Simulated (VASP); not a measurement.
# GaSb (I-4m2) in VASP: further runs

GaSb is run at these levels: revPBE, RPBE, BLYP, PBEsol, LDA; tasks: single point.

All numbers are computed with VASP 6.6.1; they aren't measurements. Logs are shortened: lines on timing, memory, paths and dates and some standing lists are left out, and cuts for length are marked.

## (1) The cell of the first run

Symmetry: I-4m2, No. 119, tetragonal system. Conventional cell: a = 5.572 Å, b = 5.572 Å, c = 3.181 Å, α = 90.00°, β = 90.00°, γ = 90.00°. Sb (site symmetry -4m2) has 8 Ga at 2.90 to 3.67 Å and 2 Sb at 3.18 Å within 3.8 Å. Ga (site symmetry -4m2) has 8 Sb at 2.90 to 3.67 Å and 2 Ga at 3.18 Å within 3.8 Å.

## (2) Single point, revPBE

File INCAR:

```
SYSTEM = GaSb
PREC = Accurate
ENCUT = 520
EDIFF = 1E-6
ISMEAR = -1
SIGMA = 0.05
LREAL = .False.
LASPH = .True.
NELM = 100
ALGO = Normal
ISIF = 2
LWAVE = .False.
LCHARG = .True.
GGA = RE
LELF = .True.
LVHAR = .True.
NBANDS = 16
```

File KPOINTS:

```
Automatic mesh
0
Gamma
  10 10 10
  0 0 0
```

File POSCAR:

```
GaSb
1.0
   -2.7859165661      2.7859165661      1.5904513475
    2.7859165661     -2.7859165661      1.5904513475
    2.7859165661      2.7859165661     -1.5904513475
Sb Ga
1 1
Direct
    0.0000000000      0.0000000000      0.0000000000
    0.7500000000      0.2500000000      0.5000000000
```

Potentials or basis: VASP PAW PBE potentials, release 64 (Sb, Ga_d).

The run is started by

```console
cat potpaw_PBE.64/Sb/POTCAR potpaw_PBE.64/Ga_d/POTCAR > POTCAR
mpirun -np 1 vasp_std > vasp.out
```

OUTCAR:

```text
SYSTEM = GaSb
   PREC = Accurate
   ENCUT = 520
   EDIFF = 1E-6
   ISMEAR = -1
   LREAL = .False.
   LASPH = .True.
   NELM = 100
   ISIF = 2
   GGA = RE

 ion  position               nearest neighbor table
   1  0.000  0.000  0.000-   2 2.90   2 2.90   2 2.90   2 2.90
   2  0.750  0.250  0.500-   1 2.90   1 2.90   1 2.90   1 2.90

  LATTYP: Found a body centered tetragonal cell.
 ALAT       =     5.5718331322
 C/A-ratio  =     0.5708897987

  Lattice vectors:

 A1 = (  -2.7859165661,   2.7859165661,   1.5904513475)
 A2 = (   2.7859165661,  -2.7859165661,   1.5904513475)
 A3 = (   2.7859165661,   2.7859165661,  -1.5904513475)

Analysis of symmetry for initial positions (statically):
=====================================================================
 Subroutine PRICEL returns:
 Original cell was already a primitive cell.

 Routine SETGRP: Setting up the symmetry group for a
 body centered tetragonal supercell.

 Subroutine GETGRP returns: Found  8 space group operations
 (whereof  8 operations were pure point group operations)
 out of a pool of 16 trial point group operations.

The static configuration has the point symmetry D_2d.

Analysis of symmetry for dynamics (positions and initial velocities):
=====================================================================
 Subroutine PRICEL returns:
 Original cell was already a primitive cell.

 Routine SETGRP: Setting up the symmetry group for a
 body centered tetragonal supercell.

 Subroutine GETGRP returns: Found  8 space group operations
 (whereof  8 operations were pure point group operations)
 out of a pool of 16 trial point group operations.

The dynamic configuration has the point symmetry D_2d.

 Subroutine INISYM returns: Found  8 space group operations
 (whereof  8 operations are pure point group operations),
 and found     1 'primitive' translations

----------------------------------------------------------------------------------------

                                     Primitive cell

  volume of cell :      49.3761

  direct lattice vectors                    reciprocal lattice vectors
    -2.785916566  2.785916566  1.590451347     0.000000000  0.179474147  0.314376168
[... 74 lines left out ...]
   NGX,Y,Z   is equivalent  to a cutoff of  12.52, 12.52, 12.52 a.u.
   NGXF,Y,Z  is equivalent  to a cutoff of  25.04, 25.04, 25.04 a.u.
 SYSTEM =  GaSb
   PREC   = accura    normal or accurate (medium, high low for compatibility)
   ISTART =      0    job   : 0-new  1-cont  2-samecut
   ICHARG =      2    charge: 1-file 2-atom 10-const
   ISPIN  =      1    spin polarized calculation?
   LNONCOLLINEAR =      F non collinear calculations
   LSORBIT =      F    spin-orbit coupling
   LASPH  =      T    aspherical Exc in radial PAW
   ENCUT  =  520.0 eV  38.22 Ry    6.18 a.u.   7.90  7.90  7.90*2*pi/ulx,y,z
   NELM   =    100;   NELMIN=  2; NELMDL= -5     # of ELM steps
   EDIFF  = 0.1E-05   stopping-criterion for ELM
   LREAL  =      F    real-space projection
   EDIFFG = 0.1E-04   stopping-criterion for IOM
   NSW    =      0    number of steps for IOM
   IBRION =     -1    ionic relax: 0-MD 1-quasi-New 2-CG
   NFREE  =      0    steps in history (QN), initial steepest desc. (CG)
   ISIF   =      2    stress and relaxation
   ISYM   =      2    0-nonsym 1-usesym 2-fastsym
   POTIM  = 0.5000    time-step for ionic-motion
   TEBEG  =    0.0;   TEEND  =   0.0 temperature during run
   PSTRESS=    0.0 pullay stress
   NELECT =      18.0000    total number of electrons
   NUPDOWN=      -1.0000    fix difference up-down
   EMIN   =  10.00;   EMAX   =-10.00  energy-range for DOS
   EFERMI =   0.00;   METHOD = LEGACY
   ISMEAR =    -1;   SIGMA  =   0.05  broadening in eV -4-tet -1-fermi 0-gaus
   EFERMI_NEDOS =   21; number of points for ismear=-14 and -15
   IALGO  =     38    algorithm
   IMIX   =      4    mixing-type and parameters
     AMIX     =   0.40;   BMIX     =  1.00
     AMIX_MAG =   1.60;   BMIX_MAG =  1.00
  volume/ion in A,a.u.               =      24.69       166.60
  Fermi-wavevector in a.u.,A,eV,Ry     =   1.169482  2.210000 18.608521  1.367688
  Thomas-Fermi vector in A             =   2.305954
   LORBIT       =      0    0 simple, 1 ext, 2 COOP (PROOUT), +10 PAW based schemes
   GGA     = RE    functional components
   LHFCALC =     F    Hartree Fock is set to
   AEXX    =    0.0000 exact exchange contribution
   IVDW    =     0    specifies the selected vdW correction
   LEPSILON=     F    determine dielectric tensor
   LRPA    =     F    only Hartree local field effects (RPA)
 non-spin polarized calculation
  energy-cutoff  :      520.00
  volume of cell :       49.38
 maximum number of plane-waves:      1354
   NGX = 15   NGY = 15   NGZ = 15

 number of electron      17.9999985 magnetization

 Free energy of the ion-electron system (eV)
  ---------------------------------------------------
  ext. energy  EPLUGINS =         0.00000000
  ---------------------------------------------------
  free energy    TOTEN  =        -6.38372359 eV

  energy without entropy =       -6.37941213  energy(sigma->0) =       -6.38156786

 E-fermi :   6.3688     XC(G=0): -10.0672

 val. band max:        6.3589234672   @ k =   0.4000   0.4000   0.1000
 cond. band min:       6.3975296519   @ k =   0.4000   0.4000   0.0000
 fundamental gap:      0.0386061848
 Fermi energy:         6.3687772697

 k-point     1 :       0.0000    0.0000    0.0000
  band No.  band energies     occupation
      1      -8.5477      2.00000
      2      -8.4650      2.00000
      3      -8.4583      2.00000
      4      -8.4380      2.00000
      5      -8.4380      2.00000
      6      -5.3869      2.00000
[... 433 lines left out ...]
      3      -8.4701      2.00000
      4      -8.4560      2.00000
      5      -8.4387      2.00000
      6      -2.6850      2.00000
[... 8 lines left out ...]
     15      15.9138      0.00000
     16      16.9049      0.00000

 [... further k-points ...]
[... 5 lines left out ...]
  --------------------------------------------------------------------------------------
  -------------------------------------------------------------------------------------
  Total       -0.0031705     -0.0031705     -0.0270936      0.0000000     -0.0000000      0.0000000
  in kB       -0.1028774     -0.1028774     -0.8791454      0.0000000     -0.0000000      0.0000000
  external PRESSURE =      -0.3616334 kB  Pullay stress =       0.0000000 kB

 VOLUME and BASIS-vectors are now :
 -----------------------------------------------------------------------------
  energy-cutoff  :      520.00
  volume of cell :       49.38
      direct lattice vectors                 reciprocal lattice vectors
    -2.785916566  2.785916566  1.590451347     0.000000000  0.179474147  0.314376168
     2.785916566 -2.785916566  1.590451347     0.179474147  0.000000000  0.314376168
     2.785916566  2.785916566 -1.590451347     0.179474147  0.179474147  0.000000000

 POSITION                                       TOTAL-FORCE (eV/Angst)
 -----------------------------------------------------------------------------------
      0.00000      0.00000      0.00000        -0.000000      0.000000      0.000000
     -0.00000      2.78592      0.79523         0.000000     -0.000000     -0.000000
 -----------------------------------------------------------------------------------
    total drift:                               -0.000000      0.000000      0.000000

  FREE ENERGIE OF THE ION-ELECTRON SYSTEM (eV)
  ---------------------------------------------------
  free  energy   TOTEN  =        -6.3837235921 eV

  energy  without entropy=       -6.3794121335  energy(sigma->0) =       -6.38156786
```

stdout:

```text
POSCAR found type information on POSCAR SbGa
 POSCAR found :  2 types and       2 ions
 scaLAPACK will be used
 -----------------------------------------------------------------------------
|                                                                             |
|                                                                             |
|     You enforced a specific xc type in the INCAR file but a different       |
|     I HOPE YOU KNOW WHAT YOU ARE DOING!                                     |
|                                                                             |
 -----------------------------------------------------------------------------

 LDA part: xc-table for (Slater+PW92), standard interpolation
 POSCAR, INCAR and KPOINTS ok, starting setup
 FFT: planning ... GRIDC
 FFT: planning ... GRID_SOFT
 FFT: planning ... GRID
 WAVECAR not read
 entering main loop
```

It took 20 s on 1 thread of Intel Xeon 6975P-C (Granite Rapids), shared host; peak memory 0.23 GiB.

Results:

```yaml
Free_energy: -6.3837 eV
Pressure: 0.0 GPa
Band_gap_on_the_k_mesh: zero (band 9 reaches 8.16 eV, above the bottom of band 10 at 3.79 eV)
```

Stress tensor (GPa, compression positive):
```
-0.01  0.00  0.00
 0.00 -0.01  0.00
 0.00  0.00 -0.09
```

Caveat: the PAW data sets were made with another functional, which shifts forces and pressure a little; spin-orbit coupling is left out, which moves the levels of the heavy elements.

## (3) Single point, RPBE

This run uses another cell than the first one, of 24.90 Å³/atom, 1.009 times its volume.

File INCAR:

```
SYSTEM = GaSb
PREC = Accurate ; ENCUT = 520
EDIFF = 1E-6 ; ISMEAR = -1
SIGMA = 0.05 ; LREAL = .FALSE.
LASPH = .TRUE. ; NELM = 100
ALGO = Normal ; ISIF = 2
LWAVE = .FALSE. ; LCHARG = .TRUE.
GGA = RP ; LELF = .TRUE.
LVHAR = .TRUE. ; NBANDS = 16
```

File KPOINTS:

```
Automatic mesh
0
G
  10 10 10
  0 0 0
```

File POSCAR:

```
GaSb
1.0
   -2.7938662394      2.7938662394      1.5950606776
    2.7938662394     -2.7938662394      1.5950606776
    2.7938662394      2.7938662394     -1.5950606776
Sb Ga
1 1
Direct
    0.0000000000      0.0000000000      0.0000000000
    0.7500000000      0.2500000000      0.5000000000
```

Potentials or basis: VASP PAW PBE potentials, release 64 (Sb, Ga_d).

The run is started by

```console
cat potpaw_PBE.64/Sb/POTCAR potpaw_PBE.64/Ga_d/POTCAR > POTCAR
mpirun -np 1 vasp_std > vasp.out
```

Run time: 20 s. Hardware: 1 thread of Intel Xeon 6975P-C (Granite Rapids), shared host; peak memory 0.23 GiB.

Results (log left out):

```yaml
Free_energy: -6.2684 eV
Pressure: 0.0 GPa
Band_gap_on_the_k_mesh: zero (band 9 reaches 8.10 eV, above the bottom of band 10 at 3.75 eV)
```

Stress tensor (GPa, compression positive):
```
-0.02  0.00  0.00
 0.00 -0.02  0.00
 0.00  0.00 -0.09
```

Levels at points of the mesh, in eV from the Fermi level:
```tsv
k point	band 7	band 8	band 9	band 10	band 11	band 12
(0.00, 0.00, 0.00)	-3.07	-1.82	-1.82	3.44	4.98	6.91
(0.50, 0.00, 0.00)	-5.41	-2.42	-1.37	-1.08	2.47	3.20
(0.50, 0.50, 0.00)	-7.80	-0.05	1.79	1.99	2.25	4.56
(0.50, 0.50, 0.50)	-5.81	-4.77	-4.77	3.54	5.09	9.97
```

Caveat: the PAW data sets were made with another functional, which shifts forces and pressure a little; spin-orbit coupling is left out, which moves the levels of the heavy elements.

## (4) Single point, BLYP

This run uses another cell than the first one, of 26.87 Å³/atom, 1.088 times its volume.

File INCAR:

```
PREC     = Accurate       # precision mode
ENCUT    = 520            # plane-wave cutoff, eV
EDIFF    = 1E-6           # SCF threshold, eV
ISMEAR   = -1             # smearing method
SIGMA    = 0.05           # smearing width, eV
LREAL    = False          # projectors in reciprocal space
LASPH    = True           # aspherical terms in the spheres
NELM     = 60             # most SCF steps
ALGO     = Normal         # electronic algorithm
ISIF     = 2              # what is computed and relaxed
LWAVE    = False          # write WAVECAR
LCHARG   = False          # write CHGCAR
GGA      = B5             # functional
ALDAX    = 1.0          
AGGAX    = 1.0          
AGGAC    = 1.0          
ALDAC    = 0.0          
NBANDS   = 16             # bands
```

File KPOINTS:

```
Automatic mesh
0
Gamma
  10 10 10
```

File POSCAR:

```
GaSb
1.0
   -2.8599902122      2.8599902122      1.6423866533
    2.8599902122     -2.8599902122      1.6423866533
    2.8599902122      2.8599902122     -1.6423866533
Sb Ga
1 1
Direct
    0.0000000000      0.0000000000      0.0000000000
    0.7500000000      0.2500000000      0.5000000000
```

The run is started by

```console
cat potpaw_PBE.64/Sb/POTCAR potpaw_PBE.64/Ga_d/POTCAR > POTCAR
mpirun -np 1 vasp_std > vasp.out
```

It took 25 s on 1 thread of Intel Xeon 6975P-C (Granite Rapids), shared host; peak memory 0.23 GiB.

It converged, with:

```yaml
Free_energy: -5.4778 eV
Pressure: 0.0 GPa
Band_gap_on_the_k_mesh: zero (band 9 reaches 7.57 eV, above the bottom of band 10 at 3.62 eV)
```

Levels at points of the mesh, in eV from the Fermi level:
| k point | band 6 | band 7 | band 8 | band 9 | band 10 | band 11 | band 12 | band 13 |
| --- | --- | --- | --- | --- | --- | --- | --- | --- |
| (0.00, 0.00, 0.00) | -11.18 | -3.44 | -1.60 | -1.60 | 4.02 | 4.31 | 6.41 | 6.41 |
| (0.50, 0.00, 0.00) | -8.18 | -5.12 | -2.45 | -1.22 | -0.91 | 2.83 | 2.93 | 4.68 |
| (0.50, 0.50, 0.00) | -9.98 | -7.40 | -0.03 | 1.73 | 1.79 | 2.29 | 4.13 | 6.23 |
| (0.50, 0.50, 0.50) | -9.15 | -5.74 | -4.20 | -4.20 | 3.20 | 4.88 | 9.03 | 9.03 |

Caveat: the PAW data sets were made with another functional, which shifts forces and pressure a little; spin-orbit coupling is left out, which moves the levels of the heavy elements.

## (5) Single point, PBEsol

This run uses another cell than the first one, of 24.12 Å³/atom, 0.977 times its volume.

File INCAR:

```
SYSTEM = GaSb
PREC = Accurate ; ENCUT = 520
EDIFF = 1E-6 ; ISMEAR = 0
SIGMA = 0.1 ; LREAL = .False.
LASPH = .True. ; NELM = 80
ALGO = Normal ; ISIF = 2
LWAVE = .False. ; LCHARG = .False.
GGA = PS ; NBANDS = 16
```

File KPOINTS:

```
Automatic mesh
0
Gamma
  10 10 10
  0 0 0
```

File POSCAR:

```
GaSb
1.0
   -2.7534340000      2.7534340000      1.5907070000
    2.7534340000     -2.7534340000      1.5907070000
    2.7534340000      2.7534340000     -1.5907070000
Sb Ga
1 1
Direct
    0.0000000000      0.0000000000      0.0000000000
    0.7500000000      0.2500000000      0.5000000000
```

The run is started by

```console
cat potpaw_PBE.64/Sb/POTCAR potpaw_PBE.64/Ga_d/POTCAR > POTCAR
mpirun -np 1 vasp_std > vasp.out
```

Wall time 18 s (1 thread of Intel Xeon 6975P-C (Granite Rapids), shared host); peak memory 0.22 GiB.

It converged, with:

| Item | Value |
| --- | --- |
| Free energy | -7.8704 eV |
| Pressure | -2.9 GPa |
| Band gap on the k mesh | zero (band 9 reaches 8.20 eV, above the bottom of band 10 at 3.69 eV) |

Stress tensor (GPa, compression positive):
```
-2.65  0.00  0.00
 0.00 -2.65  0.00
 0.00  0.00 -3.46
```

Levels at points of the mesh, in eV from the Fermi level:
```csv
k point,band 6,band 7,band 8,band 9,band 10,band 11,band 12,band 13
"(0.00, 0.00, 0.00)",-11.93,-2.92,-1.84,-1.84,3.42,5.00,7.12,7.12
"(0.50, 0.00, 0.00)",-8.30,-5.60,-2.43,-1.46,-1.12,2.41,3.29,5.14
"(0.50, 0.50, 0.00)",-10.46,-8.00,0.03,1.82,2.16,2.36,4.54,6.54
"(0.50, 0.50, 0.50)",-9.31,-5.89,-4.95,-4.95,3.43,4.94,10.37,10.37
```

Caveat: the PAW data sets were made with another functional, which shifts forces and pressure a little; spin-orbit coupling is left out, which moves the levels of the heavy elements.

## (6) Single point, LDA

This run uses another cell than the first one, of 24.12 Å³/atom, 0.977 times its volume.

File INCAR:

```
ALGO = Normal
EDIFF = 1E-7
ENCUT = 520
GGA = CA
ISIF = 2
ISMEAR = 0
LASPH = True
LCHARG = False
LREAL = False
LWAVE = False
NBANDS = 16
NELM = 100
PREC = Accurate
SIGMA = 0.05
```

File KPOINTS:

```
k-points
0
Gamma
  10 10 10
```

POSCAR is that of step 5.

Potentials or basis: VASP PAW LDA potentials, release 64 (Sb, Ga_d).

The run is started by

```console
cat potpaw_LDA.64/Sb/POTCAR potpaw_LDA.64/Ga_d/POTCAR > POTCAR
mpirun -np 1 vasp_std > vasp.out
```

Wall time 21 s (1 thread of Intel Xeon 6975P-C (Granite Rapids), shared host); peak memory 0.21 GiB.

It converged, with:

```
Free energy            : -8.3343 eV
Pressure               : -4.2 GPa
Band gap on the k mesh : zero (band 9 reaches 8.16 eV, above the bottom of band 10 at 3.69 eV)
```

Stress tensor (GPa, compression positive):
```
-3.97  0.00  0.00
 0.00 -3.97  0.00
 0.00  0.00 -4.60
```

Levels at points of the mesh, in eV from the Fermi level:
```tsv
k point	band 6	band 7	band 8	band 9	band 10	band 11	band 12	band 13
(0.00, 0.00, 0.00)	-11.91	-2.97	-1.80	-1.80	3.55	4.95	7.08	7.08
(0.50, 0.00, 0.00)	-8.31	-5.56	-2.43	-1.43	-1.09	2.50	3.28	5.13
(0.50, 0.50, 0.00)	-10.45	-7.98	0.05	1.84	2.15	2.39	4.53	6.52
(0.50, 0.50, 0.50)	-9.32	-5.90	-4.87	-4.87	3.43	4.95	10.27	10.27
```

Caveat: spin-orbit coupling is left out, which moves the levels of the heavy elements.

## (7) The runs side by side

```csv
level,potentials or basis,cell,smearing,gap on the mesh (eV),pressure (GPa)
revPBE,"VASP PAW PBE potentials, release 64 (Sb, Ga_d)","a = 4.249 Å, angles 98.1, 98.1, 136.0°, 2 atoms",fermi-dirac 0.05 eV,none,0.0
RPBE,"VASP PAW PBE potentials, release 64 (Sb, Ga_d)","a = 4.261 Å, angles 98.1, 98.1, 136.0°, 2 atoms",fermi-dirac 0.05 eV,none,0.0
BLYP,"VASP PAW PBE potentials, release 64 (Sb, Ga_d)","a = 4.365 Å, angles 98.1, 98.1, 135.8°, 2 atoms",fermi-dirac 0.05 eV,none,0.0
PBEsol,"VASP PAW PBE potentials, release 64 (Sb, Ga_d)","a = 4.206 Å, angles 98.2, 98.2, 135.6°, 2 atoms",gaussian 0.1 eV,none,-2.9
LDA,"VASP PAW LDA potentials, release 64 (Sb, Ga_d)","a = 4.206 Å, angles 98.2, 98.2, 135.6°, 2 atoms",gaussian 0.05 eV,none,-4.2
```

Alike in all rows: task single point; no spin polarisation; k mesh 10 × 10 × 10; cutoff (eV) 520.

Caveats: spin-orbit coupling is left out, which moves the levels of the heavy elements; the PAW data sets were made with another functional, which shifts forces and pressure a little (some runs).

Absolute energies hang on the potentials; compare differences alone.
